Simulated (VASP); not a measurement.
# Mo (Pm-3n) in VASP: a series of runs

Mo is run at these levels: PBEsol; tasks: single point, relaxation of cell and atoms.

Everything below comes from runs of VASP 6.6.1. Logs are shortened: lines on timing, memory, paths and dates and some standing lists are left out, and cuts for length are marked.

### 1 The cell of the first run

It takes space group Pm-3n (No. 223, cubic). The conventional cell has a = 4.993 Å, b = 4.993 Å, c = 4.993 Å, α = 90.00°, β = 90.00°, γ = 90.00°. Mo (site symmetry m-3) has 12 Mo at 2.79 Å within 3.7 Å. Within 3.3 Å of Mo (site symmetry -4m2) lie 14 Mo at 2.50 to 3.06 Å.

### 2 Single point, PBEsol

Input file INCAR:

```
PREC     = Accurate       # precision mode
ENCUT    = 520            # plane-wave cutoff, eV
EDIFF    = 1E-6           # SCF threshold, eV
ISMEAR   = -1             # smearing method
SIGMA    = 0.1            # smearing width, eV
LREAL    = F              # projectors in reciprocal space
LASPH    = T              # aspherical terms in the spheres
NELM     = 100            # most SCF steps
ALGO     = Normal         # electronic algorithm
ISIF     = 2              # what is computed and relaxed
LWAVE    = F              # write WAVECAR
LCHARG   = F              # write CHGCAR
GGA      = PS             # functional
NBANDS   = 66             # bands
```

Input file KPOINTS:

```
Automatic mesh
0
Gamma
  5 5 5
```

Input file POSCAR:

```
Mo
1.0
    4.9927848124      0.0000000000      0.0000000000
    0.0000000000      4.9927848124      0.0000000000
    0.0000000000      0.0000000000      4.9927848124
Mo
8
Direct
    0.0000000000      0.0000000000      1.0000000000
    0.5000000000      0.5000000000      0.5000000000
    0.2500000000      0.0000000000      0.5000000000
    0.7500000000      1.0000000000      0.5000000000
    0.5000000000      0.2500000000      1.0000000000
    0.5000000000      0.7500000000      1.0000000000
    1.0000000000      0.5000000000      0.2500000000
    1.0000000000      0.5000000000      0.7500000000
```

Potentials or basis: VASP PAW PBE potentials, release 64 (Mo_sv).

Started as:

```console
$ cat potpaw_PBE.64/Mo_sv/POTCAR > POTCAR
$ mpirun -np 1 vasp_std > vasp.out
```

OUTCAR:

```text
PREC = Accurate
   ENCUT = 520
   EDIFF = 1E-6
   ISMEAR = -1
   LREAL = F
   LASPH = T
   NELM = 100
   ISIF = 2
   GGA = PS

 ion  position               nearest neighbor table
   1  0.000  0.000  0.000-   3 2.79   4 2.79   5 2.79   6 2.79   7 2.79   8 2.79   3 2.79   4 2.79
                             7 2.79   8 2.79   5 2.79   6 2.79
   2  0.500  0.500  0.500-   3 2.79   4 2.79   5 2.79   6 2.79   7 2.79   8 2.79   5 2.79   6 2.79
                             3 2.79   4 2.79   7 2.79   8 2.79
   3  0.250  0.000  0.500-   4 2.50   4 2.50   1 2.79   1 2.79   2 2.79   2 2.79   8 3.06   5 3.06
                             5 3.06   6 3.06   6 3.06   7 3.06   8 3.06   7 3.06
   4  0.750  0.000  0.500-   3 2.50   3 2.50   1 2.79   1 2.79   2 2.79   2 2.79   8 3.06   5 3.06
                             5 3.06   6 3.06   6 3.06   7 3.06   8 3.06   7 3.06
   5  0.500  0.250  0.000-   6 2.50   6 2.50   1 2.79   2 2.79   2 2.79   1 2.79   8 3.06   4 3.06
                             3 3.06   4 3.06   3 3.06   7 3.06   7 3.06   8 3.06
   6  0.500  0.750  0.000-   5 2.50   5 2.50   1 2.79   2 2.79   2 2.79   1 2.79   8 3.06   4 3.06
                             3 3.06   4 3.06   3 3.06   7 3.06   7 3.06   8 3.06
   7  0.000  0.500  0.250-   8 2.50   8 2.50   1 2.79   2 2.79   1 2.79   2 2.79   3 3.06   4 3.06
                             5 3.06   3 3.06   4 3.06   6 3.06   5 3.06   6 3.06
   8  0.000  0.500  0.750-   7 2.50   7 2.50   1 2.79   2 2.79   1 2.79   2 2.79   3 3.06   4 3.06
                             5 3.06   3 3.06   4 3.06   6 3.06   5 3.06   6 3.06

  LATTYP: Found a simple cubic cell.
 ALAT       =     4.9927848124

  Lattice vectors:

 A1 = (   4.9927848124,   0.0000000000,   0.0000000000)
 A2 = (   0.0000000000,   4.9927848124,   0.0000000000)
 A3 = (   0.0000000000,   0.0000000000,   4.9927848124)

Analysis of symmetry for initial positions (statically):
=====================================================================
 Subroutine PRICEL returns:
 Original cell was already a primitive cell.

 Routine SETGRP: Setting up the symmetry group for a
 simple cubic supercell.

 Subroutine GETGRP returns: Found 48 space group operations
 (whereof 24 operations were pure point group operations)
 out of a pool of 48 trial point group operations.

The static configuration has the point symmetry T_h .
 The point group associated with its full space group is O_h .

Analysis of symmetry for dynamics (positions and initial velocities):
=====================================================================
 Subroutine PRICEL returns:
 Original cell was already a primitive cell.

 Routine SETGRP: Setting up the symmetry group for a
 simple cubic supercell.

 Subroutine GETGRP returns: Found 48 space group operations
 (whereof 24 operations were pure point group operations)
 out of a pool of 48 trial point group operations.

The dynamic configuration has the point symmetry T_h .
 The point group associated with its full space group is O_h .

 Subroutine INISYM returns: Found 48 space group operations
 (whereof 24 operations are pure point group operations),
 and found     1 'primitive' translations

----------------------------------------------------------------------------------------

                                     Primitive cell

  volume of cell :     124.4596

  direct lattice vectors                    reciprocal lattice vectors
     4.992784812  0.000000000  0.000000000     0.200289025  0.000000000  0.000000000
     0.000000000  4.992784812  0.000000000     0.000000000  0.200289025  0.000000000
     0.000000000  0.000000000  4.992784812     0.000000000  0.000000000  0.200289025

  length of vectors
     4.992784812  4.992784812  4.992784812     0.200289025  0.200289025  0.200289025

  position of ions in fractional coordinates (direct lattice)
     0.000000000  0.000000000  0.000000000
     0.500000000  0.500000000  0.500000000
     0.250000000  0.000000000  0.500000000
     0.750000000  0.000000000  0.500000000
     0.500000000  0.250000000  0.000000000
     0.500000000  0.750000000  0.000000000
     0.000000000  0.500000000  0.250000000
     0.000000000  0.500000000  0.750000000

  ion indices of the primitive-cell ions
   primitive index   ion index
                 1           1
                 2           2
                 3           3
                 4           4
                 5           5
                 6           6
                 7           7
                 8           8

----------------------------------------------------------------------------------------

 KPOINTS: Automatic mesh

Automatic generation of k-mesh.
 Grid dimensions read from file:
 generate k-points for:    5    5    5

 Generating k-lattice:

  Cartesian coordinates                     Fractional coordinates (reciprocal lattice)
     0.040057805  0.000000000  0.000000000     0.200000000  0.000000000  0.000000000
     0.000000000  0.040057805  0.000000000     0.000000000  0.200000000  0.000000000
     0.000000000  0.000000000  0.040057805     0.000000000  0.000000000  0.200000000

  Length of vectors
     0.040057805  0.040057805  0.040057805

  Shift w.r.t. Gamma in fractional coordinates (k-lattice)
     0.000000000  0.000000000  0.000000000

 Subroutine IBZKPT returns following result:
 ===========================================

 Found     10 irreducible k-points:

 Following reciprocal coordinates:
            Coordinates               Weight
  0.000000  0.000000  0.000000      1.000000
  0.200000  0.000000  0.000000      6.000000
  0.400000  0.000000  0.000000      6.000000
  0.200000  0.200000  0.000000     12.000000
  0.400000  0.200000  0.000000     24.000000
  0.400000  0.400000  0.000000     12.000000
  0.200000  0.200000  0.200000      8.000000
  0.400000  0.200000  0.200000     24.000000
  0.400000  0.400000  0.200000     24.000000
  0.400000  0.400000  0.400000      8.000000
   k-points           NKPTS =     10   k-points in BZ     NKDIM =     10   number of bands    NBANDS=     66
   number of dos      NEDOS =    301   number of ions     NIONS =      8
   total plane-waves  NPLWV =  64000
   dimension x,y,z NGX =    40 NGY =   40 NGZ =   40
   dimension x,y,z NGXF=    80 NGYF=   80 NGZF=   80
   ions per type =               8
   NGX,Y,Z   is equivalent  to a cutoff of  13.32, 13.32, 13.32 a.u.
   NGXF,Y,Z  is equivalent  to a cutoff of  26.64, 26.64, 26.64 a.u.
 SYSTEM =  unknown system
   PREC   = accura    normal or accurate (medium, high low for compatibility)
   ISTART =      0    job   : 0-new  1-cont  2-samecut
   ICHARG =      2    charge: 1-file 2-atom 10-const
   ISPIN  =      1    spin polarized calculation?
   LNONCOLLINEAR =      F non collinear calculations
   LSORBIT =      F    spin-orbit coupling
   LASPH  =      T    aspherical Exc in radial PAW
   ENCUT  =  520.0 eV  38.22 Ry    6.18 a.u.   9.28  9.28  9.28*2*pi/ulx,y,z
   NELM   =    100;   NELMIN=  2; NELMDL= -5     # of ELM steps
   EDIFF  = 0.1E-05   stopping-criterion for ELM
   LREAL  =      F    real-space projection
   EDIFFG = 0.1E-04   stopping-criterion for IOM
   NSW    =      0    number of steps for IOM
   IBRION =     -1    ionic relax: 0-MD 1-quasi-New 2-CG
   NFREE  =      0    steps in history (QN), initial steepest desc. (CG)
   ISIF   =      2    stress and relaxation
   ISYM   =      2    0-nonsym 1-usesym 2-fastsym
   POTIM  = 0.5000    time-step for ionic-motion
   TEBEG  =    0.0;   TEEND  =   0.0 temperature during run
   PSTRESS=    0.0 pullay stress
   NELECT =     112.0000    total number of electrons
   NUPDOWN=      -1.0000    fix difference up-down
   EMIN   =  10.00;   EMAX   =-10.00  energy-range for DOS
   EFERMI =   0.00;   METHOD = LEGACY
   ISMEAR =    -1;   SIGMA  =   0.10  broadening in eV -4-tet -1-fermi 0-gaus
   EFERMI_NEDOS =   21; number of points for ismear=-14 and -15
   IALGO  =     38    algorithm
   IMIX   =      4    mixing-type and parameters
     AMIX     =   0.40;   BMIX     =  1.00
     AMIX_MAG =   1.60;   BMIX_MAG =  1.00
  volume/ion in A,a.u.               =      15.56       104.99
  Fermi-wavevector in a.u.,A,eV,Ry     =   1.580537  2.986782 33.988674  2.498097
  Thomas-Fermi vector in A             =   2.680749
   LORBIT       =      0    0 simple, 1 ext, 2 COOP (PROOUT), +10 PAW based schemes
   GGA     = PS    functional components
   LHFCALC =     F    Hartree Fock is set to
   AEXX    =    0.0000 exact exchange contribution
   IVDW    =     0    specifies the selected vdW correction
   LEPSILON=     F    determine dielectric tensor
   LRPA    =     F    only Hartree local field effects (RPA)
 non-spin polarized calculation
  energy-cutoff  :      520.00
  volume of cell :      124.46
 maximum number of plane-waves:      3407
 NGX is ok and might be reduce to    40
   NGX = 19   NGY = 19   NGZ = 19

 number of electron     112.0000028 magnetization

 Free energy of the ion-electron system (eV)
  ---------------------------------------------------
  ext. energy  EPLUGINS =         0.00000000
  ---------------------------------------------------
  free energy    TOTEN  =       -93.56113732 eV

  energy without entropy =      -93.41691361  energy(sigma->0) =      -93.48902546

 E-fermi :  12.2184     XC(G=0): -13.5409

 val. band max:       12.2070931469   @ k =   0.4000   0.2000   0.2000
 cond. band min:      12.3175705441   @ k =   0.4000   0.4000   0.2000
 fundamental gap:      0.1104773972
 Fermi energy:        12.2183538305

 k-point     1 :       0.0000    0.0000    0.0000
  band No.  band energies     occupation
      1     -48.6903      2.00000
      2     -48.5528      2.00000
      3     -48.5528      2.00000
      4     -48.2856      2.00000
      5     -48.2856      2.00000
      6     -48.2856      2.00000
[... 58 lines left out ...]
     65      13.8677      0.00000
     66      14.6465      0.00000

 k-point     2 :       0.2000    0.0000    0.0000
  band No.  band energies     occupation
      1     -48.6708      2.00000
      2     -48.5598      2.00000
      3     -48.5339      2.00000
      4     -48.3213      2.00000
      5     -48.2855      2.00000
      6     -48.2855      2.00000
[... 610 lines left out ...]
     65      14.4768      0.00000
     66      14.6318      0.00000

------------------------ aborting loop because EDIFF is reached ----------------------------------------

  FORCE on cell =-STRESS in cart. coord.  units (eV):
  Direction    XX          YY          ZZ          XY          YZ          ZX
  --------------------------------------------------------------------------------------
  -------------------------------------------------------------------------------------
  Total        0.4278702      0.4278702      0.4278702      0.0000000      0.0000000      0.0000000
  in kB        5.5080023      5.5080023      5.5080023      0.0000000      0.0000000      0.0000000
  external PRESSURE =       5.5080023 kB  Pullay stress =       0.0000000 kB

 VOLUME and BASIS-vectors are now :
 -----------------------------------------------------------------------------
  energy-cutoff  :      520.00
  volume of cell :      124.46
      direct lattice vectors                 reciprocal lattice vectors
     4.992784812  0.000000000  0.000000000     0.200289025  0.000000000  0.000000000
     0.000000000  4.992784812  0.000000000     0.000000000  0.200289025  0.000000000
     0.000000000  0.000000000  4.992784812     0.000000000  0.000000000  0.200289025

 POSITION                                       TOTAL-FORCE (eV/Angst)
 -----------------------------------------------------------------------------------
      0.00000      0.00000      0.00000        -0.000000     -0.000000     -0.000000
      2.49639      2.49639      2.49639        -0.000000     -0.000000     -0.000000
      1.24820      0.00000      2.49639         0.000000      0.000000      0.000000
      3.74459      0.00000      2.49639        -0.000000     -0.000000     -0.000000
      2.49639      1.24820      0.00000         0.000000     -0.000000     -0.000000
      2.49639      3.74459      0.00000        -0.000000     -0.000000      0.000000
      0.00000      2.49639      1.24820        -0.000000      0.000000     -0.000000
      0.00000      2.49639      3.74459         0.000000      0.000000      0.000000
 -----------------------------------------------------------------------------------
    total drift:                                0.000000     -0.000000      0.000000

  FREE ENERGIE OF THE ION-ELECTRON SYSTEM (eV)
  ---------------------------------------------------
  free  energy   TOTEN  =       -93.5611373199 eV

  energy  without entropy=      -93.4169136088  energy(sigma->0) =      -93.48902546
```

Wall time 90 s (1 thread of Intel Xeon Platinum 8259CL at 2.50GHz (Skylake/Cascade Lake), shared host); peak memory 0.25 GiB.

What came out:

* Free energy: -93.5611 eV
* Pressure: 0.6 GPa
* Band gap on the k mesh: zero (bands 56 and 57 overlap by 0.63 eV)

Levels at points of the mesh, in eV from the Fermi level:
```
           k point  band 53  band 54  band 55  band 56  band 57  band 58  band 59  band 60
(0.00, 0.00, 0.00)    -0.89    -0.89    -0.53    -0.53    -0.53     1.27     1.27     1.27
```

Caveat: the PAW data sets were made with another functional, which shifts forces and pressure a little.

### 3 Single point, PBEsol

Input file INCAR:

```
SYSTEM = Mo
PREC = Accurate ; ENCUT = 520
EDIFF = 1E-6 ; ISMEAR = -1
SIGMA = 0.1 ; LREAL = .False.
LASPH = .True. ; NELM = 60
ALGO = Normal ; ISIF = 2
LWAVE = .False. ; LCHARG = .False.
GGA = PS ; NBANDS = 66
```

Input file KPOINTS:

```
regular mesh
0
Gamma
  7 7 7
  0 0 0
```

POSCAR is that of step 2.

Potentials or basis: VASP PAW PBE potentials, release 64 (Mo_sv).

Started as:

```console
$ cat potpaw_PBE.64/Mo_sv/POTCAR > POTCAR
$ mpirun -np 1 vasp_std > vasp.out
```

It took 2.7 min on 1 thread of Intel Xeon Platinum 8259CL at 2.50GHz (Skylake/Cascade Lake), shared host; peak memory 0.3 GiB.

Results (log left out):

* Free energy: -93.4858 eV
* Pressure: 1.0 GPa
* Band gap on the k mesh: zero (bands 56 and 57 overlap by 0.75 eV)

Levels at points of the mesh, in eV from the Fermi level:
| k point | band 54 | band 55 | band 56 | band 57 | band 58 | band 59 |
| --- | --- | --- | --- | --- | --- | --- |
| (0.00, 0.00, 0.00) | -0.93 | -0.57 | -0.57 | -0.57 | 1.23 | 1.23 |

Caveat: the PAW data sets were made with another functional, which shifts forces and pressure a little.

(Part 1 of 2 ends here.)
